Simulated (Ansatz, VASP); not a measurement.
## Ag in VASP and in Ansatz

```
Ag
1.0
     0.00000    3.10692    3.10692
     3.10692    0.00000    3.10692
     3.10692    3.10692    0.00000
Ag
2
Direct
  0.12500 0.12500 0.12500
  0.87500 0.87500 0.87500
```

Alike in both runs: functional PBE; k mesh 10 × 10 × 10; occupations fermi-dirac, width 0.1 eV; no spin polarisation.

Ansatz relaxed the structure, and its values are those at the end. VASP's run is a single point on that final structure, the one shown.

```csv
,VASP,Ansatz
version,VASP 6.6.1,Ansatz 0.2.0
potentials or method,"VASP PAW PBE potentials, release 64 (Ag), cutoff 520 eV","plane waves (420 eV) with PAW, scalar-relativistic"
valence electrons in the cell,22,38
```

```tsv
	VASP	Ansatz	Ansatz less VASP
pressure (GPa)	0.0	0.0	+0.05
```

VASP's potentials hold 22 valence electrons a cell and Ansatz's 38, so a difference there can come from the potentials and not from the codes.
